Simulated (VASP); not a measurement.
A run of VASP 6.6.1:

The input INCAR:

```
PREC     = Accurate       # precision mode
ENCUT    = 600            # plane-wave cutoff, eV
EDIFF    = 1E-6           # SCF threshold, eV
ISMEAR   = 0              # smearing method
SIGMA    = 0.1            # smearing width, eV
LREAL    = F              # projectors in reciprocal space
LASPH    = T              # aspherical terms in the spheres
NELM     = 120            # most SCF steps
ALGO     = Normal         # electronic algorithm
ISIF     = 2              # what is computed and relaxed
LWAVE    = F              # write WAVECAR
LCHARG   = F              # write CHGCAR
GGA      = PE             # functional
NBANDS   = 17             # bands
GGA_COMPAT= F
```

KPOINTS

```
regular mesh
0
Gamma
  4 4 4
```

Contents of POSCAR:

```
CaMg4
1.0
    5.3190542482      0.0000000000      0.0000000000
    0.0000000000      5.3190542482      0.0000000000
    0.0000000000      0.0000000000      5.3190542482
Ca Mg
1 4
Direct
    0.0000000000      0.0000000000      0.0000000000
    0.0000000000      0.5000000000      0.5000000000
    0.5000000000      0.0000000000      0.5000000000
    0.5000000000      0.5000000000      0.0000000000
    0.5000000000      0.5000000000      0.5000000000
```

Potentials or basis: VASP PAW PBE potentials, release 64 (Ca_sv, Mg).

Launch:

```sh
$ cat potpaw_PBE.64/Ca_sv/POTCAR potpaw_PBE.64/Mg/POTCAR > POTCAR
$ mpirun -np 1 vasp_std > vasp.out
```

Hardware: 1 thread of Intel(R) Xeon(R) 6975P-C (Granite Rapids), on a shared host.

Task: How long does it take, and how much memory?

Result: Run time: 18 s on 1 thread of Intel(R) Xeon(R) 6975P-C (Granite Rapids) (shared host), peak memory 0.26 GiB. Counts: scf iterations 11, k points 10.
